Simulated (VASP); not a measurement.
# Se (Fd-3m) in VASP: relaxation of cell and atoms with PBE

Aim: the relaxation of cell and atoms of Se with PBE.

All numbers are computed with VASP 6.6.1; they aren't measurements. Logs are shortened: lines on timing, memory, paths and dates and some standing lists are left out, and cuts for length are marked.

**1. The cell of the first run**

The structure is cubic, space group Fd-3m (No. 227). Conventional cell: a = 5.246 Å, b = 5.246 Å, c = 5.246 Å, α = 90.00°, β = 90.00°, γ = 90.00°. Within 3.0 Å of Se (site symmetry -43m) lie 4 Se at 2.27 Å.

This isn't the form of Se at room conditions, which is trigonal, of chains.

**2. Relaxation of cell and atoms, PBE, target pressure 66 GPa, at which the enthalpy is minimised**

INCAR reads:

```
SYSTEM = Se
PREC     = Accurate       ! precision mode
ENCUT    = 600            ! plane-wave cutoff, eV
EDIFF    = 1E-7           ! SCF threshold, eV
ISMEAR   = -1             ! smearing method
SIGMA    = 0.05           ! smearing width, eV
LREAL    = .FALSE.        ! projectors in reciprocal space
LASPH    = .TRUE.         ! aspherical terms in the spheres
NELM     = 100            ! most SCF steps
ALGO     = Normal         ! electronic algorithm
ISIF     = 3              ! what is computed and relaxed
LWAVE    = .FALSE.        ! write WAVECAR
LCHARG   = .FALSE.        ! write CHGCAR
GGA      = PE             ! functional
IBRION   = 2              ! ionic algorithm
NSW      = 32             ! ionic steps
EDIFFG   = -0.005         ! ionic threshold
PSTRESS  = 660.0
```

KPOINTS reads:

```
regular mesh
0
G
  13 13 13
  0 0 0
```

POSCAR reads:

```
Se
1.0
    0.0000000000      2.6230323185      2.6230323185
    2.6230323185      0.0000000000      2.6230323185
    2.6230323185      2.6230323185      0.0000000000
Se
2
Direct
   -0.1250000000     -0.1250000000     -0.1250000000
    0.1250000000      0.1250000000      0.1250000000
```

Potentials or basis: VASP PAW PBE potentials, release 64 (Se).

Launch:

```bash
> cat potpaw_PBE.64/Se/POTCAR > POTCAR
> mpirun -np 1 vasp_std > vasp.out
```

OUTCAR:

```text
SYSTEM = Se
   PREC = Accurate
   ENCUT = 600
   EDIFF = 1E-7
   ISMEAR = -1
   LREAL = .FALSE.
   LASPH = .TRUE.
   NELM = 100
   ISIF = 3
   GGA = PE
   IBRION = 2
   NSW = 32
   EDIFFG = -0.005
   PSTRESS = 660.0

 ion  position               nearest neighbor table
   1  0.875  0.875  0.875-   2 2.27   2 2.27   2 2.27   2 2.27
   2  0.125  0.125  0.125-   1 2.27   1 2.27   1 2.27   1 2.27

  LATTYP: Found a face centered cubic cell.
 ALAT       =     5.2460646370

  Lattice vectors:

 A1 = (   0.0000000000,   2.6230323185,   2.6230323185)
 A2 = (   2.6230323185,   0.0000000000,   2.6230323185)
 A3 = (   2.6230323185,   2.6230323185,   0.0000000000)

Analysis of symmetry for initial positions (statically):
=====================================================================
 Subroutine PRICEL returns:
 Original cell was already a primitive cell.

 Routine SETGRP: Setting up the symmetry group for a
 face centered cubic supercell.

 Subroutine GETGRP returns: Found 48 space group operations
 (whereof 12 operations were pure point group operations)
 out of a pool of 48 trial point group operations.

The static configuration has the point symmetry D_3d.
 The point group associated with its full space group is O_h .

Analysis of symmetry for dynamics (positions and initial velocities):
=====================================================================
 Subroutine PRICEL returns:
 Original cell was already a primitive cell.

 Routine SETGRP: Setting up the symmetry group for a
 face centered cubic supercell.

 Subroutine GETGRP returns: Found 48 space group operations
 (whereof 12 operations were pure point group operations)
 out of a pool of 48 trial point group operations.

The dynamic configuration has the point symmetry D_3d.
 The point group associated with its full space group is O_h .

 Subroutine INISYM returns: Found 48 space group operations
 (whereof 12 operations are pure point group operations),
 and found     1 'primitive' translations

----------------------------------------------------------------------------------------

                                     Primitive cell

  volume of cell :      36.0945

  direct lattice vectors                    reciprocal lattice vectors
     0.000000000  2.623032318  2.623032318    -0.190619077  0.190619077  0.190619077
     2.623032318  0.000000000  2.623032318     0.190619077 -0.190619077  0.190619077
     2.623032318  2.623032318  0.000000000     0.190619077  0.190619077 -0.190619077

  length of vectors
     3.709527879  3.709527879  3.709527879     0.330161927  0.330161927  0.330161927

  position of ions in fractional coordinates (direct lattice)
     0.875000000  0.875000000  0.875000000
     0.125000000  0.125000000  0.125000000

  ion indices of the primitive-cell ions
   primitive index   ion index
                 1           1
                 2           2

----------------------------------------------------------------------------------------

 KPOINTS: regular mesh

Automatic generation of k-mesh.
 Grid dimensions read from file:
 generate k-points for:   13   13   13

 Generating k-lattice:

  Cartesian coordinates                     Fractional coordinates (reciprocal lattice)
    -0.014663006  0.014663006  0.014663006     0.076923077  0.000000000  0.000000000
     0.014663006 -0.014663006  0.014663006     0.000000000  0.076923077  0.000000000
     0.014663006  0.014663006 -0.014663006     0.000000000  0.000000000  0.076923077

  Length of vectors
     0.025397071  0.025397071  0.025397071

  Shift w.r.t. Gamma in fractional coordinates (k-lattice)
     0.000000000  0.000000000  0.000000000

 Subroutine IBZKPT returns following result:
 ===========================================

 Found     84 irreducible k-points:

 Following reciprocal coordinates:
            Coordinates               Weight
  0.000000  0.000000  0.000000      1.000000
  0.076923  0.000000  0.000000      8.000000
  0.153846  0.000000  0.000000      8.000000
  0.230769  0.000000  0.000000      8.000000
  0.307692  0.000000  0.000000      8.000000
  0.384615  0.000000  0.000000      8.000000
[... 16 lines left out ...]
  0.384615  0.153846  0.000000     24.000000
  0.461538  0.153846  0.000000     24.000000
 [... further k-points ...]
   k-points           NKPTS =     84   k-points in BZ     NKDIM =     84   number of bands    NBANDS=     10
   number of dos      NEDOS =    301   number of ions     NIONS =      2
   total plane-waves  NPLWV =  27000
   dimension x,y,z NGX =    30 NGY =   30 NGZ =   30
   dimension x,y,z NGXF=    60 NGYF=   60 NGZF=   60
   ions per type =               2
   NGX,Y,Z   is equivalent  to a cutoff of  13.44, 13.44, 13.44 a.u.
   NGXF,Y,Z  is equivalent  to a cutoff of  26.89, 26.89, 26.89 a.u.
 SYSTEM =  Se
   PREC   = accura    normal or accurate (medium, high low for compatibility)
   ISTART =      0    job   : 0-new  1-cont  2-samecut
   ICHARG =      2    charge: 1-file 2-atom 10-const
   ISPIN  =      1    spin polarized calculation?
   LNONCOLLINEAR =      F non collinear calculations
   LSORBIT =      F    spin-orbit coupling
   LASPH  =      T    aspherical Exc in radial PAW
   ENCUT  =  600.0 eV  44.10 Ry    6.64 a.u.   7.41  7.41  7.41*2*pi/ulx,y,z
   NELM   =    100;   NELMIN=  2; NELMDL= -5     # of ELM steps
   EDIFF  = 0.1E-06   stopping-criterion for ELM
   LREAL  =      F    real-space projection
   EDIFFG = -.5E-02   stopping-criterion for IOM
   NSW    =     32    number of steps for IOM
   IBRION =      2    ionic relax: 0-MD 1-quasi-New 2-CG
   NFREE  =      1    steps in history (QN), initial steepest desc. (CG)
   ISIF   =      3    stress and relaxation
   ISYM   =      2    0-nonsym 1-usesym 2-fastsym
   POTIM  = 0.5000    time-step for ionic-motion
   TEBEG  =    0.0;   TEEND  =   0.0 temperature during run
   PSTRESS=  660.0 pullay stress
   NELECT =      12.0000    total number of electrons
   NUPDOWN=      -1.0000    fix difference up-down
   EMIN   =  10.00;   EMAX   =-10.00  energy-range for DOS
   EFERMI =   0.00;   METHOD = LEGACY
   ISMEAR =    -1;   SIGMA  =   0.05  broadening in eV -4-tet -1-fermi 0-gaus
   EFERMI_NEDOS =   21; number of points for ismear=-14 and -15
   IALGO  =     38    algorithm
   IMIX   =      4    mixing-type and parameters
     AMIX     =   0.40;   BMIX     =  1.00
     AMIX_MAG =   1.60;   BMIX_MAG =  1.00
  volume/ion in A,a.u.               =      18.05       121.79
  Fermi-wavevector in a.u.,A,eV,Ry     =   1.134109  2.143156 17.499869  1.286204
  Thomas-Fermi vector in A             =   2.270813
   LORBIT       =      0    0 simple, 1 ext, 2 COOP (PROOUT), +10 PAW based schemes
   GGA     = PE    functional components
   LHFCALC =     F    Hartree Fock is set to
   AEXX    =    0.0000 exact exchange contribution
   IVDW    =     0    specifies the selected vdW correction
   LEPSILON=     F    determine dielectric tensor
   LRPA    =     F    only Hartree local field effects (RPA)
 conjugate gradient relaxation of ions
 non-spin polarized calculation
  energy-cutoff  :      600.00
  volume of cell :       36.09
 maximum number of plane-waves:      1243
 NGX is ok and might be reduce to    30
   NGX = 15   NGY = 15   NGZ = 15

--------------------------------------- Ionic step        1  -------------------------------------------

 number of electron      12.0000001 magnetization

 Free energy of the ion-electron system (eV)
  ---------------------------------------------------
  ext. energy  EPLUGINS =         0.00000000
  ---------------------------------------------------
  free energy    TOTEN  =        -2.40866888 eV

  energy without entropy =       -2.40002586  energy(sigma->0) =       -2.40434737

------------------------ aborting loop because EDIFF is reached ----------------------------------------

  FORCE on cell =-STRESS in cart. coord.  units (eV):
  Direction    XX          YY          ZZ          XY          YZ          ZX
  --------------------------------------------------------------------------------------
  -------------------------------------------------------------------------------------
  Total       15.0364960     15.0364960     15.0364960     -0.0000000     -0.0000000      0.0000000
  in kB      667.4462616    667.4462616    667.4462616     -0.0000000     -0.0000000      0.0000000
  external PRESSURE =       7.4462616 kB  Pullay stress =     660.0000000 kB

 VOLUME and BASIS-vectors are now :
 -----------------------------------------------------------------------------
  energy-cutoff  :      600.00
  volume of cell :       36.09
      direct lattice vectors                 reciprocal lattice vectors
     0.000000000  2.623032318  2.623032318    -0.190619077  0.190619077  0.190619077
     2.623032318  0.000000000  2.623032318     0.190619077 -0.190619077  0.190619077
     2.623032318  2.623032318  0.000000000     0.190619077  0.190619077 -0.190619077
[... 46 lines left out ...]
  FREE ENERGIE OF THE ION-ELECTRON SYSTEM (eV)
  ---------------------------------------------------
  free  energy   TOTEN  =        -2.5878048171 eV

  energy  without entropy=       -2.5785798415  energy(sigma->0) =       -2.58319233

  enthalpy is  TOTEN    =        12.4621652359 eV   P V=       15.0499700531

--------------------------------------- Ionic step        3  -------------------------------------------

 number of electron      12.0000002 magnetization

 Free energy of the ion-electron system (eV)
  ---------------------------------------------------
  ext. energy  EPLUGINS =         0.00000000
  ---------------------------------------------------
  free energy    TOTEN  =        -2.45309959 eV

  energy without entropy =       -2.44431872  energy(sigma->0) =       -2.44870916

 E-fermi :   7.9881     XC(G=0): -10.7229

 val. band max:        7.9285004244   @ k =  -0.3846   0.0769   0.0000
 cond. band min:       8.0127369872   @ k =  -0.3846   0.1538   0.0000
 fundamental gap:      0.0842365628
 Fermi energy:         7.9881074976

 k-point     1 :       0.0000    0.0000    0.0000
  band No.  band energies     occupation
      1     -12.1499      2.00000
      2       0.5626      2.00000
      3       2.4562      2.00000
      4       2.4562      2.00000
      5       2.4562      2.00000
      6       6.2471      2.00000
      7       6.2471      2.00000
      8       6.2471      2.00000
      9      12.3999      0.00000
     10      15.0559      0.00000

 k-point     2 :       0.0769    0.0000    0.0000
  band No.  band energies     occupation
      1     -12.0745      2.00000
      2      -0.2269      2.00000
      3       2.3418      2.00000
      4       2.3418      2.00000
      5       2.9277      2.00000
      6       6.4165      2.00000
      7       6.4165      2.00000
      8       6.4653      2.00000
      9      12.7386      0.00000
     10      14.7335      0.00000
[... 274 lines left out ...]
 k-point    24 :       0.4615    0.1538    0.0000
  band No.  band energies     occupation
      1     -10.1035      2.00000
      2      -5.8950      2.00000
      3      -0.1517      2.00000
      4       0.7072      2.00000
      5       4.5958      2.00000
      6       7.5017      1.99988
      7       8.9405      0.00000
      8      10.6238      0.00000
      9      15.0170      0.00000
     10      15.5054      0.00000

 [... further k-points ...]
[... 5 lines left out ...]
  --------------------------------------------------------------------------------------
  -------------------------------------------------------------------------------------
  Total       14.9144602     14.9144602     14.9144602      0.0000000     -0.0000000      0.0000000
  in kB      660.0677400    660.0677400    660.0677400      0.0000000     -0.0000000      0.0000000
  external PRESSURE =       0.0677400 kB  Pullay stress =     660.0000000 kB

 VOLUME and BASIS-vectors are now :
 -----------------------------------------------------------------------------
  energy-cutoff  :      600.00
  volume of cell :       36.20
      direct lattice vectors                 reciprocal lattice vectors
    -0.000000000  2.625628070  2.625628070    -0.190430627  0.190430627  0.190430627
     2.625628070 -0.000000000  2.625628070     0.190430627 -0.190430627  0.190430627
     2.625628070  2.625628070  0.000000000     0.190430627  0.190430627 -0.190430627

 POSITION                                       TOTAL-FORCE (eV/Angst)
 -----------------------------------------------------------------------------------
      4.59485      4.59485      4.59485        -0.000000     -0.000000     -0.000000
      0.65641      0.65641      0.65641         0.000000      0.000000      0.000000
 -----------------------------------------------------------------------------------
    total drift:                               -0.000000      0.000000      0.000000

  FREE ENERGIE OF THE ION-ELECTRON SYSTEM (eV)
  ---------------------------------------------------
  free  energy   TOTEN  =        -2.4530995942 eV

  energy  without entropy=       -2.4443187234  energy(sigma->0) =       -2.44870916

  enthalpy is  TOTEN    =        12.4598300449 eV   P V=       14.9129296391

 reached required accuracy - stopping structural energy minimisation
```

Run time: 65 s. Hardware: 1 thread of AMD EPYC 9755, shared host; peak memory 0.16 GiB.

What came out:

```yaml
Free_energy: -2.4531 eV
Relaxed_volume: 18.10 Å³/atom
Relaxed_cell: a = 3.713 Å, b = 3.713 Å, c = 3.713 Å, α = 60.00°, β = 60.00°, γ = 60.00°
Space_group_after_relaxing_to_0.1_Å: Fd-3m (No. 227)
Energy_change_on_relaxing_the_run_minimises_the_enthalpy: -22.2 meV/atom
Ionic_steps: 3
Pressure_after_relaxing: 66.0 GPa
Band_gap_on_the_k_mesh: zero (bands 6 and 7 overlap by 3.27 eV)
```

The path:
```csv
step,energy change (eV),largest force (eV/Å),pressure (GPa),volume (Å³)
1,0.0000,0.0000,66.74,36.09
2,-0.1791,0.0000,63.77,36.53
3,-0.0444,0.0000,66.01,36.20
```

Final structure:
```
CELL_PARAMETERS angstrom
0.00000 2.62563 2.62563
2.62563 0.00000 2.62563
2.62563 2.62563 0.00000
ATOMIC_POSITIONS crystal
Se 0.87500 0.87500 0.87500
Se 0.12500 0.12500 0.12500
```

Caveat: the cell is relaxed towards a set pressure, so the run minimises the enthalpy, not the energy.

The gap in the log of VASP goes by the Fermi energy; the results here count the filled bands.